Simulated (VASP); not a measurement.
# C in VASP: notebook, part 2 of 2

VASP 6.6.1. The steps go on from the part before.

### 4 Single point, PBE (strained and its atoms moved)

Contents of INCAR:

```
ALGO     = Normal         # electronic algorithm
EDIFF    = 1E-6           # SCF threshold, eV
ENCUT    = 520            # plane-wave cutoff, eV
GGA      = PE             # functional
ISIF     = 2              # what is computed and relaxed
ISMEAR   = 0              # smearing method
LASPH    = True           # aspherical terms in the spheres
LCHARG   = False          # write CHGCAR
LREAL    = False          # projectors in reciprocal space
LWAVE    = False          # write WAVECAR
NBANDS   = 11             # bands
NELM     = 80             # most SCF steps
PREC     = Accurate       # precision mode
SIGMA    = 0.02           # smearing width, eV
```

Contents of KPOINTS:

```
k-points
0
Gamma
  14 14 14
```

Contents of POSCAR:

```
C
1.0
    0.0757652400      1.9666667400      3.3016971600
    1.2829752000      0.0000000000      3.3294868000
    1.2072099600      1.9666667400      0.0277896400
C
2
Direct
    0.2254382181      0.7745617819      0.2254382181
    0.7745617819      0.2254382181      0.7745617819
```

Potentials or basis: VASP PAW PBE potentials, release 64 (C).

On the command line:

```
$ cat potpaw_PBE.64/C/POTCAR > POTCAR
$ mpirun -np 1 vasp_std > vasp.out
```

OUTCAR:

```text
EDIFF = 1E-6
   ENCUT = 520
   GGA = PE
   ISIF = 2
   ISMEAR = 0
   LASPH = True
   LREAL = False
   NELM = 80
   PREC = Accurate

 ion  position               nearest neighbor table
   1  0.225  0.775  0.225-   2 1.22   2 1.22   2 1.77
   2  0.775  0.225  0.775-   1 1.22   1 1.22   1 1.77

  LATTYP: Found a base centered monoclinic cell.
 ALAT       =     2.4150595451
 B/A-ratio  =     1.6286693585
 C/A-ratio  =     1.4342938134
 COS(beta)  =    -0.3048006750

  Lattice vectors:

 A1 = (  -1.2072099600,  -1.9666667400,  -0.0277896400)
 A2 = (  -1.2072099600,   1.9666667400,  -0.0277896400)
 A3 = (   1.1314447200,   0.0000000000,  -3.2739075200)

Analysis of symmetry for initial positions (statically):
=====================================================================
 Subroutine PRICEL returns:
 Original cell was already a primitive cell.

 Routine SETGRP: Setting up the symmetry group for a
 base centered monoclinic supercell.

 Subroutine GETGRP returns: Found  4 space group operations
 (whereof  4 operations were pure point group operations)
 out of a pool of  4 trial point group operations.

The static configuration has the point symmetry C_2h.

Analysis of symmetry for dynamics (positions and initial velocities):
=====================================================================
 Subroutine PRICEL returns:
 Original cell was already a primitive cell.

 Routine SETGRP: Setting up the symmetry group for a
 base centered monoclinic supercell.

 Subroutine GETGRP returns: Found  4 space group operations
 (whereof  4 operations were pure point group operations)
 out of a pool of  4 trial point group operations.

The dynamic configuration has the point symmetry C_2h.

 Subroutine INISYM returns: Found  4 space group operations
 (whereof  4 operations are pure point group operations),
 and found     1 'primitive' translations

----------------------------------------------------------------------------------------

                                     Primitive cell

  volume of cell :      15.6694

  direct lattice vectors                    reciprocal lattice vectors
     0.075765240  1.966666740  3.301697160    -0.417884949  0.254237279  0.161026626
     1.282975200  0.000000000  3.329486800     0.410909175 -0.254237279  0.142007987
     1.207209960  1.966666740  0.027789640     0.417884949  0.254237279 -0.161026626

  length of vectors
     3.843790131  3.568123837  2.307792499     0.514969900  0.503635992  0.514969900

  position of ions in fractional coordinates (direct lattice)
     0.225438218  0.774561782  0.225438218
     0.774561782  0.225438218  0.774561782

  ion indices of the primitive-cell ions
   primitive index   ion index
                 1           1
                 2           2

----------------------------------------------------------------------------------------

 KPOINTS: k-points

Automatic generation of k-mesh.
 Grid dimensions read from file:
 generate k-points for:   14   14   14

[... 22 lines left out ...]
  0.142857  0.000000 -0.000000      4.000000
  0.214286  0.000000  0.000000      4.000000
  0.285714  0.000000 -0.000000      4.000000
  0.357143  0.000000 -0.000000      4.000000
[... 16 lines left out ...]
  0.000000  0.142857  0.000000      4.000000
  0.071429  0.142857 -0.000000      4.000000
 [... further k-points ...]
   k-points           NKPTS =    744   k-points in BZ     NKDIM =    744   number of bands    NBANDS=     11
   number of dos      NEDOS =    301   number of ions     NIONS =      2
   total plane-waves  NPLWV =  15120
   dimension x,y,z NGX =    30 NGY =   28 NGZ =   18
   dimension x,y,z NGXF=    60 NGYF=   56 NGZF=   36
   ions per type =               2
   NGX,Y,Z   is equivalent  to a cutoff of  12.98, 13.05, 12.97 a.u.
   NGXF,Y,Z  is equivalent  to a cutoff of  25.95, 26.09, 25.93 a.u.
 SYSTEM =  unknown system
   PREC   = accura    normal or accurate (medium, high low for compatibility)
   ISTART =      0    job   : 0-new  1-cont  2-samecut
   ICHARG =      2    charge: 1-file 2-atom 10-const
   ISPIN  =      1    spin polarized calculation?
   LNONCOLLINEAR =      F non collinear calculations
   LSORBIT =      F    spin-orbit coupling
   LASPH  =      T    aspherical Exc in radial PAW
   ENCUT  =  520.0 eV  38.22 Ry    6.18 a.u.   7.15  6.63  4.29*2*pi/ulx,y,z
   NELM   =     80;   NELMIN=  2; NELMDL= -5     # of ELM steps
   EDIFF  = 0.1E-05   stopping-criterion for ELM
   LREAL  =      F    real-space projection
   EDIFFG = 0.1E-04   stopping-criterion for IOM
   NSW    =      0    number of steps for IOM
   IBRION =     -1    ionic relax: 0-MD 1-quasi-New 2-CG
   NFREE  =      0    steps in history (QN), initial steepest desc. (CG)
   ISIF   =      2    stress and relaxation
   ISYM   =      2    0-nonsym 1-usesym 2-fastsym
   POTIM  = 0.5000    time-step for ionic-motion
   TEBEG  =    0.0;   TEEND  =   0.0 temperature during run
   PSTRESS=    0.0 pullay stress
   NELECT =       8.0000    total number of electrons
   NUPDOWN=      -1.0000    fix difference up-down
   EMIN   =  10.00;   EMAX   =-10.00  energy-range for DOS
   EFERMI =   0.00;   METHOD = LEGACY
   ISMEAR =     0;   SIGMA  =   0.02  broadening in eV -4-tet -1-fermi 0-gaus
   EFERMI_NEDOS =   21; number of points for ismear=-14 and -15
   IALGO  =     38    algorithm
   IMIX   =      4    mixing-type and parameters
     AMIX     =   0.40;   BMIX     =  1.00
     AMIX_MAG =   1.60;   BMIX_MAG =  1.00
  volume/ion in A,a.u.               =       7.83        52.87
  Fermi-wavevector in a.u.,A,eV,Ry     =   1.308442  2.472596 23.293442  1.712020
  Thomas-Fermi vector in A             =   2.439108
   LORBIT       =      0    0 simple, 1 ext, 2 COOP (PROOUT), +10 PAW based schemes
   GGA     = PE    functional components
   LHFCALC =     F    Hartree Fock is set to
   AEXX    =    0.0000 exact exchange contribution
   IVDW    =     0    specifies the selected vdW correction
   LEPSILON=     F    determine dielectric tensor
   LRPA    =     F    only Hartree local field effects (RPA)
 non-spin polarized calculation
 Gauss-broadening in eV      SIGMA  =   0.02
  energy-cutoff  :      520.00
  volume of cell :       15.67
 maximum number of plane-waves:       436
 NGX is ok and might be reduce to    30
   NGX = 15   NGY = 13   NGZ =  9

 number of electron       8.0000001 magnetization

 Free energy of the ion-electron system (eV)
  ---------------------------------------------------
  ext. energy  EPLUGINS =         0.00000000
  ---------------------------------------------------
  free energy    TOTEN  =       -14.37257136 eV

  energy without entropy =      -14.37247133  energy(sigma->0) =      -14.37252134

 E-fermi :   6.1771     XC(G=0): -10.7725

 val. band max:        6.1681229712   @ k =   0.2857   0.1429   0.0714
 cond. band min:       6.1791034649   @ k =  -0.1429  -0.2857   0.0714
 fundamental gap:      0.0109804937
 Fermi energy:         6.1770686264

 k-point     1 :       0.0000    0.0000    0.0000
  band No.  band energies     occupation
      1     -15.3674      2.00000
      2      -3.2485      2.00000
      3      -2.1578      2.00000
      4       8.4367      0.00000
      5       9.6529      0.00000
      6      11.5101      0.00000
      7      19.1148      0.00000
      8      20.9048      0.00000
      9      23.4644      0.00000
     10      27.7873      0.00000
     11      32.0986      0.00000
[... 309 lines left out ...]
 k-point    24 :       0.0714    0.1429   -0.0000
  band No.  band energies     occupation
      1     -15.2157      2.00000
      2      -3.3883      2.00000
      3      -2.2257      2.00000
      4       8.1957      0.00000
      5      10.2526      0.00000
      6      11.0740      0.00000
      7      18.4549      0.00000
      8      21.0191      0.00000
      9      24.1436      0.00000
     10      28.3482      0.00000
     11      31.2629      0.00000

 [... further k-points ...]

------------------------ aborting loop because EDIFF is reached ----------------------------------------

  FORCE on cell =-STRESS in cart. coord.  units (eV):
  Direction    XX          YY          ZZ          XY          YZ          ZX
  --------------------------------------------------------------------------------------
  -------------------------------------------------------------------------------------
  Total       18.6097241      9.6284575      0.4476476     -0.0000000     -0.0000000      0.4187888
  in kB     1902.8264261    984.5005370     45.7715341     -0.0000000     -0.0000000     42.8207579
  external PRESSURE =     977.6994991 kB  Pullay stress =       0.0000000 kB

 VOLUME and BASIS-vectors are now :
 -----------------------------------------------------------------------------
  energy-cutoff  :      520.00
  volume of cell :       15.67
      direct lattice vectors                 reciprocal lattice vectors
     0.075765240  1.966666740  3.301697160    -0.417884949  0.254237279  0.161026626
     1.282975200  0.000000000  3.329486800     0.410909175 -0.254237279  0.142007987
     1.207209960  1.966666740  0.027789640     0.417884949  0.254237279 -0.161026626

 POSITION                                       TOTAL-FORCE (eV/Angst)
 -----------------------------------------------------------------------------------
      1.28298      0.88672      3.32949         0.000000     -8.200265      0.000000
      1.28298      3.04661      3.32949        -0.000000      8.200265     -0.000000
 -----------------------------------------------------------------------------------
    total drift:                               -0.000000     -0.000000      0.000000

  FREE ENERGIE OF THE ION-ELECTRON SYSTEM (eV)
  ---------------------------------------------------
  free  energy   TOTEN  =       -14.3725713554 eV

  energy  without entropy=      -14.3724713256  energy(sigma->0) =      -14.37252134
```

Wall time 58 s (1 thread of Intel Xeon 6975P-C (Granite Rapids), shared host); peak memory 0.21 GiB.

Results:

| Quantity | Value |
| --- | --- |
| Free energy | -14.3726 eV |
| Pressure | 97.8 GPa |
| Largest force | 8.200 eV/Å |
| Band gap on the k mesh | zero (bands 4 and 5 overlap by 4.05 eV) |

Forces on the atoms (eV/Å):
```
C    0.000 -8.200  0.000
C    0.000  8.200  0.000
```

Stress tensor (GPa, compression positive):
```
190.28   0.00   4.28
  0.00  98.45   0.00
  4.28   0.00   4.58
```

Levels at points of the mesh, in eV from the Fermi level:
```csv
k point,band 1,band 2,band 3,band 4,band 5,band 6,band 7,band 8
"(0.00, 0.00, 0.00)",-21.54,-9.43,-8.33,2.26,3.48,5.33,12.94,14.73
"(0.50, 0.00, 0.00)",-15.88,-15.80,-3.12,-2.27,-1.21,2.79,13.37,13.47
"(0.00, 0.50, 0.00)",-15.92,-15.84,-3.14,-1.97,-0.90,2.76,12.47,12.56
"(0.50, 0.50, 0.00)",-21.24,-10.24,-9.44,2.30,5.25,9.79,13.34,14.31
"(0.50, 0.00, 0.50)",-15.28,-13.05,-11.45,-4.42,6.46,8.27,12.05,12.78
"(0.00, 0.50, 0.50)",-15.04,-12.87,-11.49,-5.55,5.41,6.07,11.63,17.61
```

Caveat: the cell differs from its parent crystal (strained and its atoms moved); the cell stands under pressure; this functional lacks dispersion, which binds the layers, so the pressure and a relaxed spacing across them are unreliable; forces of over 1 eV/Å act on the atoms, so gaps and moduli don't describe the material at rest.

### 5 Overview

| cell | gap on the mesh (eV) | pressure (GPa) | largest force (eV/Å) |
| --- | --- | --- | --- |
| a = 4.121, b = 3.715, c = 2.556 Å, angles 79.9, 62.5, 37.6°, 2 atoms, atomic positions A | none | -18.4 | 5.66 |
| a = 3.975, b = 3.457, c = 2.560 Å, angles 81.2, 63.5, 39.5°, 2 atoms, atomic positions B | none | 8.5 | 4.39 |
| a = 3.844, b = 3.568, c = 2.308 Å, angles 78.5, 62.8, 36.0°, 2 atoms, atomic positions B | none | 97.8 | 8.20 |

Alike in all rows: task single point; level PBE; potentials or basis VASP PAW PBE potentials, release 64 (C); no spin polarisation; k mesh 14 × 14 × 14; cutoff (eV) 520; smearing gaussian 0.02 eV.

Caveats: forces of over 1 eV/Å act on the atoms, so gaps and moduli don't describe the material at rest; this functional lacks dispersion, which binds the layers, so the pressure and a relaxed spacing across them are unreliable (at least some runs); the cell stands under pressure (at least some runs); the cell stands under tension (at least some runs).

Absolute energies hang on the potentials; compare differences alone.
